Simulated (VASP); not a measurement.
# GaAs (zincblende type) (F-43m) in VASP: a series of runs

GaAs (zincblende type) is run at these levels: PBE; tasks: single point.

Everything below comes from runs of VASP 6.6.1. Logs are shortened: lines on timing, memory, paths and dates and some standing lists are left out, and cuts for length are marked.

## (1) The cell of the first run

It takes space group F-43m (No. 216, cubic). The conventional cell has a = 5.745 Å, b = 5.745 Å, c = 5.745 Å, α = 90.00°, β = 90.00°, γ = 90.00°. Ga (site symmetry -43m) has 4 As at 2.49 Å within 3.3 Å. As (site symmetry -43m) has 4 Ga at 2.49 Å within 3.3 Å.

## (2) Single point, PBE

Input file INCAR:

```
SYSTEM = GaAs
ALGO = Normal
EDIFF = 1E-6
ENCUT = 520
GGA = PE
ISIF = 2
ISMEAR = -1
LASPH = .TRUE.
LCHARG = .TRUE.
LELF = .TRUE.
LREAL = .FALSE.
LVHAR = .TRUE.
LWAVE = .FALSE.
NBANDS = 16
NELM = 100
PREC = Accurate
SIGMA = 0.02
```

Input file KPOINTS:

```
k-points
0
G
  10 10 10
  0 0 0
```

Input file POSCAR:

```
GaAs
1.0
    0.0000000000      2.8723074168      2.8723074168
    2.8723074168      0.0000000000      2.8723074168
    2.8723074168      2.8723074168      0.0000000000
Ga As
1 1
Direct
    0.0000000000      0.0000000000      0.0000000000
    0.2500000000      0.2500000000      0.2500000000
```

Potentials or basis: VASP PAW PBE potentials, release 64 (Ga_d, As).

Started as:

```sh
> cat potpaw_PBE.64/Ga_d/POTCAR potpaw_PBE.64/As/POTCAR > POTCAR
> mpirun -np 1 vasp_std > vasp.out
```

OUTCAR:

```text
SYSTEM = GaAs
   EDIFF = 1E-6
   ENCUT = 520
   GGA = PE
   ISIF = 2
   ISMEAR = -1
   LASPH = .TRUE.
   LREAL = .FALSE.
   NELM = 100
   PREC = Accurate

 ion  position               nearest neighbor table
   1  0.000  0.000  0.000-   2 2.49   2 2.49   2 2.49   2 2.49
   2  0.250  0.250  0.250-   1 2.49   1 2.49   1 2.49   1 2.49

  LATTYP: Found a face centered cubic cell.
 ALAT       =     5.7446148336

  Lattice vectors:

 A1 = (   0.0000000000,   2.8723074168,   2.8723074168)
 A2 = (   2.8723074168,   0.0000000000,   2.8723074168)
 A3 = (   2.8723074168,   2.8723074168,   0.0000000000)

Analysis of symmetry for initial positions (statically):
=====================================================================
 Subroutine PRICEL returns:
 Original cell was already a primitive cell.

 Routine SETGRP: Setting up the symmetry group for a
 face centered cubic supercell.

 Subroutine GETGRP returns: Found 24 space group operations
 (whereof 24 operations were pure point group operations)
 out of a pool of 48 trial point group operations.

The static configuration has the point symmetry T_d .

Analysis of symmetry for dynamics (positions and initial velocities):
=====================================================================
 Subroutine PRICEL returns:
 Original cell was already a primitive cell.

 Routine SETGRP: Setting up the symmetry group for a
 face centered cubic supercell.

 Subroutine GETGRP returns: Found 24 space group operations
 (whereof 24 operations were pure point group operations)
 out of a pool of 48 trial point group operations.

The dynamic configuration has the point symmetry T_d .

 Subroutine INISYM returns: Found 24 space group operations
 (whereof 24 operations are pure point group operations),
 and found     1 'primitive' translations

----------------------------------------------------------------------------------------

                                     Primitive cell

  volume of cell :      47.3939

  direct lattice vectors                    reciprocal lattice vectors
     0.000000000  2.872307417  2.872307417    -0.174076075  0.174076075  0.174076075
     2.872307417  0.000000000  2.872307417     0.174076075 -0.174076075  0.174076075
     2.872307417  2.872307417  0.000000000     0.174076075  0.174076075 -0.174076075

  length of vectors
     4.062056104  4.062056104  4.062056104     0.301508605  0.301508605  0.301508605

  position of ions in fractional coordinates (direct lattice)
     0.000000000  0.000000000  0.000000000
     0.250000000  0.250000000  0.250000000

  ion indices of the primitive-cell ions
   primitive index   ion index
                 1           1
                 2           2

----------------------------------------------------------------------------------------

 KPOINTS: k-points

Automatic generation of k-mesh.
 Grid dimensions read from file:
 generate k-points for:   10   10   10

 Generating k-lattice:

  Cartesian coordinates                     Fractional coordinates (reciprocal lattice)
    -0.017407607  0.017407607  0.017407607     0.100000000  0.000000000  0.000000000
     0.017407607 -0.017407607  0.017407607     0.000000000  0.100000000  0.000000000
     0.017407607  0.017407607 -0.017407607     0.000000000  0.000000000  0.100000000

  Length of vectors
     0.030150861  0.030150861  0.030150861

  Shift w.r.t. Gamma in fractional coordinates (k-lattice)
     0.000000000  0.000000000  0.000000000

 Subroutine IBZKPT returns following result:
 ===========================================

 Found     47 irreducible k-points:

 Following reciprocal coordinates:
            Coordinates               Weight
  0.000000  0.000000  0.000000      1.000000
  0.100000  0.000000  0.000000      8.000000
  0.200000  0.000000  0.000000      8.000000
  0.300000  0.000000  0.000000      8.000000
  0.400000  0.000000  0.000000      8.000000
  0.500000  0.000000  0.000000      4.000000
[... 16 lines left out ...]
  0.300000  0.300000  0.000000      6.000000
  0.400000  0.300000  0.000000     24.000000
 [... further k-points ...]
   k-points           NKPTS =     47   k-points in BZ     NKDIM =     47   number of bands    NBANDS=     16
   number of dos      NEDOS =    301   number of ions     NIONS =      2
   total plane-waves  NPLWV =  27000
   dimension x,y,z NGX =    30 NGY =   30 NGZ =   30
   dimension x,y,z NGXF=    60 NGYF=   60 NGZF=   60
   ions per type =               1   1
   NGX,Y,Z   is equivalent  to a cutoff of  12.28, 12.28, 12.28 a.u.
   NGXF,Y,Z  is equivalent  to a cutoff of  24.56, 24.56, 24.56 a.u.
 SYSTEM =  GaAs
   PREC   = accura    normal or accurate (medium, high low for compatibility)
   ISTART =      0    job   : 0-new  1-cont  2-samecut
   ICHARG =      2    charge: 1-file 2-atom 10-const
   ISPIN  =      1    spin polarized calculation?
   LNONCOLLINEAR =      F non collinear calculations
   LSORBIT =      F    spin-orbit coupling
   LASPH  =      T    aspherical Exc in radial PAW
   ENCUT  =  520.0 eV  38.22 Ry    6.18 a.u.   7.55  7.55  7.55*2*pi/ulx,y,z
   NELM   =    100;   NELMIN=  2; NELMDL= -5     # of ELM steps
   EDIFF  = 0.1E-05   stopping-criterion for ELM
   LREAL  =      F    real-space projection
   EDIFFG = 0.1E-04   stopping-criterion for IOM
   NSW    =      0    number of steps for IOM
   IBRION =     -1    ionic relax: 0-MD 1-quasi-New 2-CG
   NFREE  =      0    steps in history (QN), initial steepest desc. (CG)
   ISIF   =      2    stress and relaxation
   ISYM   =      2    0-nonsym 1-usesym 2-fastsym
   POTIM  = 0.5000    time-step for ionic-motion
   TEBEG  =    0.0;   TEEND  =   0.0 temperature during run
   PSTRESS=    0.0 pullay stress
   NELECT =      18.0000    total number of electrons
   NUPDOWN=      -1.0000    fix difference up-down
   EMIN   =  10.00;   EMAX   =-10.00  energy-range for DOS
   EFERMI =   0.00;   METHOD = LEGACY
   ISMEAR =    -1;   SIGMA  =   0.02  broadening in eV -4-tet -1-fermi 0-gaus
   EFERMI_NEDOS =   21; number of points for ismear=-14 and -15
   IALGO  =     38    algorithm
   IMIX   =      4    mixing-type and parameters
     AMIX     =   0.40;   BMIX     =  1.00
     AMIX_MAG =   1.60;   BMIX_MAG =  1.00
  volume/ion in A,a.u.               =      23.70       159.92
  Fermi-wavevector in a.u.,A,eV,Ry     =   1.185563  2.240390 19.123809  1.405560
  Thomas-Fermi vector in A             =   2.321754
   LORBIT       =      0    0 simple, 1 ext, 2 COOP (PROOUT), +10 PAW based schemes
   GGA     = PE    functional components
   LHFCALC =     F    Hartree Fock is set to
   AEXX    =    0.0000 exact exchange contribution
   IVDW    =     0    specifies the selected vdW correction
   LEPSILON=     F    determine dielectric tensor
   LRPA    =     F    only Hartree local field effects (RPA)
 non-spin polarized calculation
  energy-cutoff  :      520.00
  volume of cell :       47.39
 maximum number of plane-waves:      1298
   NGX = 15   NGY = 15   NGZ = 15

 number of electron      17.9999987 magnetization

 Free energy of the ion-electron system (eV)
  ---------------------------------------------------
  ext. energy  EPLUGINS =         0.00000000
  ---------------------------------------------------
  free energy    TOTEN  =        -8.27522210 eV

  energy without entropy =       -8.27521097  energy(sigma->0) =       -8.27521653

 E-fermi :   3.5873     XC(G=0):  -9.3746

 val. band max:        3.4931093703   @ k =   0.0000   0.0000   0.0000
 cond. band min:       3.6591313783   @ k =   0.0000   0.0000   0.0000
 fundamental gap:      0.1660220081
 Fermi energy:         3.5873361888

 k-point     1 :       0.0000    0.0000    0.0000
  band No.  band energies     occupation
      1     -11.2341      2.00000
      2     -11.2341      2.00000
      3     -11.2341      2.00000
      4     -11.1660      2.00000
      5     -11.1660      2.00000
      6      -8.8992      2.00000
[... 8 lines left out ...]
     15      13.4977      0.00000
     16      13.4977      0.00000

 k-point     2 :       0.1000    0.0000    0.0000
  band No.  band energies     occupation
      1     -11.2411      2.00000
      2     -11.2321      2.00000
      3     -11.2321      2.00000
      4     -11.1661      2.00000
      5     -11.1661      2.00000
      6      -8.7899      2.00000
[... 8 lines left out ...]
     15      12.8662      0.00000
     16      12.8662      0.00000

 k-point     3 :       0.2000    0.0000    0.0000
  band No.  band energies     occupation
      1     -11.2584      2.00000
      2     -11.2273      2.00000
      3     -11.2273      2.00000
      4     -11.1660      2.00000
      5     -11.1660      2.00000
      6      -8.4759      2.00000
[... 8 lines left out ...]
     15      12.3917      0.00000
     16      12.4266      0.00000

 k-point     4 :       0.3000    0.0000    0.0000
  band No.  band energies     occupation
      1     -11.2783      2.00000
      2     -11.2221      2.00000
      3     -11.2221      2.00000
      4     -11.1651      2.00000
      5     -11.1651      2.00000
      6      -8.0081      2.00000
[... 8 lines left out ...]
     15      12.7351      0.00000
     16      12.7351      0.00000
[... 324 lines left out ...]
 k-point    22 :      -0.2000    0.2000    0.0000
  band No.  band energies     occupation
      1     -11.2843      2.00000
      2     -11.2193      2.00000
      3     -11.2176      2.00000
      4     -11.1684      2.00000
      5     -11.1642      2.00000
      6      -7.8460      2.00000
[... 8 lines left out ...]
     15      13.8790      0.00000
     16      14.5537      0.00000

 k-point    23 :       0.3000    0.3000    0.0000
  band No.  band energies     occupation
      1     -11.3000      2.00000
      2     -11.2074      2.00000
      3     -11.2074      2.00000
      4     -11.1787      2.00000
      5     -11.1588      2.00000
      6      -7.6939      2.00000
[... 8 lines left out ...]
     15      14.8979      0.00000
     16      15.6343      0.00000

 k-point    24 :       0.4000    0.3000    0.0000
  band No.  band energies     occupation
      1     -11.3105      2.00000
      2     -11.2035      2.00000
      3     -11.2023      2.00000
      4     -11.1804      2.00000
      5     -11.1578      2.00000
      6      -7.2908      2.00000
[... 8 lines left out ...]
     15      15.5599      0.00000
     16      15.9914      0.00000

 [... further k-points ...]

------------------------ aborting loop because EDIFF is reached ----------------------------------------

  FORCE on cell =-STRESS in cart. coord.  units (eV):
  Direction    XX          YY          ZZ          XY          YZ          ZX
  --------------------------------------------------------------------------------------
  -------------------------------------------------------------------------------------
  Total        0.0508160      0.0508160      0.0508160      0.0000000      0.0000000      0.0000000
  in kB        1.7178617      1.7178617      1.7178617      0.0000000      0.0000000      0.0000000
  external PRESSURE =       1.7178617 kB  Pullay stress =       0.0000000 kB

 VOLUME and BASIS-vectors are now :
 -----------------------------------------------------------------------------
  energy-cutoff  :      520.00
  volume of cell :       47.39
      direct lattice vectors                 reciprocal lattice vectors
     0.000000000  2.872307417  2.872307417    -0.174076075  0.174076075  0.174076075
     2.872307417  0.000000000  2.872307417     0.174076075 -0.174076075  0.174076075
     2.872307417  2.872307417  0.000000000     0.174076075  0.174076075 -0.174076075

 POSITION                                       TOTAL-FORCE (eV/Angst)
 -----------------------------------------------------------------------------------
      0.00000      0.00000      0.00000         0.000000      0.000000      0.000000
      1.43615      1.43615      1.43615        -0.000000     -0.000000     -0.000000
 -----------------------------------------------------------------------------------
    total drift:                                0.000002      0.000002      0.000002

  FREE ENERGIE OF THE ION-ELECTRON SYSTEM (eV)
  ---------------------------------------------------
  free  energy   TOTEN  =        -8.2752220968 eV

  energy  without entropy=       -8.2752109702  energy(sigma->0) =       -8.27521653
```

It took 15 s on 1 thread of Intel Xeon 6975P-C (Granite Rapids), shared host; peak memory 0.18 GiB.

Results:

```
Free energy            : -8.2752 eV
Pressure               : 0.2 GPa
Band gap on the k mesh : 0.17 eV, direct
```

Levels at points of the mesh, in eV from the valence-band top:
```csv
k point,band 7,band 8,band 9,band 10,band 11,band 12
"(0.00, 0.00, 0.00)",0.00,0.00,0.00,0.17,3.72,3.72
"(0.50, 0.00, 0.00)",-6.39,-1.07,-1.07,0.87,4.62,4.62
"(0.50, 0.50, 0.00)",-6.60,-2.51,-2.51,1.55,1.67,9.79
```

## (3) Single point, PBE

This run uses another cell than the first one: it holds 4 atoms, not 2.

Input file INCAR:

```
SYSTEM = GaAs
ALGO = Normal ; EDIFF = 1E-6
ENCUT = 520 ; GGA = PE
ISIF = 2 ; ISMEAR = -1
LASPH = .True. ; LCHARG = .False.
LREAL = .False. ; LWAVE = .False.
NBANDS = 26 ; NELM = 80
PREC = Accurate ; SIGMA = 0.02
```

Input file KPOINTS:

```
k-points
0
Gamma
  8 5 8
  0 0 0
```

Input file POSCAR:

```
GaAs
1.0
   -2.8723074168      2.8723074168      0.0000000000
    0.0000000000      0.0000000000      5.7446148336
    2.8723074168      2.8723074168      0.0000000000
Ga As
2 2
Direct
    0.0000000000      0.0000000000      0.0000000000
    0.5000000000      0.5000000000      0.5000000000
    0.0000000000      0.2500000000      0.5000000000
    0.5000000000      0.7500000000      0.0000000000
```

Potentials or basis: VASP PAW PBE potentials, release 64 (Ga_d, As).

Started as:

```sh
> cat potpaw_PBE.64/Ga_d/POTCAR potpaw_PBE.64/As/POTCAR > POTCAR
> mpirun -np 1 vasp_std > vasp.out
```

Run time: 42 s. Hardware: 1 thread of Intel Xeon 6975P-C (Granite Rapids), shared host; peak memory 0.24 GiB.

Results (log left out):

```
Free energy            : -16.5489 eV
Pressure               : 0.2 GPa
Band gap on the k mesh : 0.17 eV
```

Levels at points of the mesh, in eV from the valence-band top:
```
           k point  band 14  band 15  band 16  band 17  band 18  band 19  band 20  band 21  band 22  band 23
(0.00, 0.00, 0.00)    -2.51    -2.51     0.00     0.00     0.00     0.17     1.55     1.67     3.72     3.72
(0.50, 0.00, 0.00)    -5.50    -3.16    -3.16    -1.14    -1.14     2.62     2.62     5.48     5.48     5.56
(0.50, 0.00, 0.50)    -6.60    -2.51    -2.51    -2.51    -2.51     1.55     1.55     1.67     1.67     9.79
```

## (4) Single point, PBE

This run uses another cell than the first one: it holds 4 atoms, not 2.

Input file INCAR:

```
  PREC = Accurate
  ENCUT = 520
  EDIFF = 1E-6
  ISMEAR = -1
  SIGMA = 0.02
  LREAL = False
  LASPH = True
  NELM = 80
  ALGO = Normal
  ISIF = 2
  LWAVE = False
  LCHARG = False
  GGA = PE
  NBANDS = 26
```

Input file KPOINTS:

```
Automatic mesh
0
Gamma
  8 5 8
```

POSCAR is that of step 3.

Started as:

```sh
> cat potpaw_PBE.64/Ga_d/POTCAR potpaw_PBE.64/As/POTCAR > POTCAR
> mpirun -np 1 vasp_std > vasp.out
```

Run time: 41 s. Hardware: 1 thread of Intel Xeon 6975P-C (Granite Rapids), shared host; peak memory 0.25 GiB.

It converged, with:

| Item | Value |
| --- | --- |
| Free energy | -16.5489 eV |
| Pressure | 0.2 GPa |
| Band gap on the k mesh | 0.17 eV |

Levels at points of the mesh, in eV from the valence-band top:
| k point | band 15 | band 16 | band 17 | band 18 | band 19 | band 20 | band 21 | band 22 |
| --- | --- | --- | --- | --- | --- | --- | --- | --- |
| (0.00, 0.00, 0.00) | -2.51 | 0.00 | 0.00 | 0.00 | 0.17 | 1.55 | 1.67 | 3.72 |
| (0.50, 0.00, 0.00) | -3.16 | -3.16 | -1.14 | -1.14 | 2.62 | 2.62 | 5.48 | 5.48 |
| (0.50, 0.00, 0.50) | -2.51 | -2.51 | -2.51 | -2.51 | 1.55 | 1.55 | 1.67 | 1.67 |
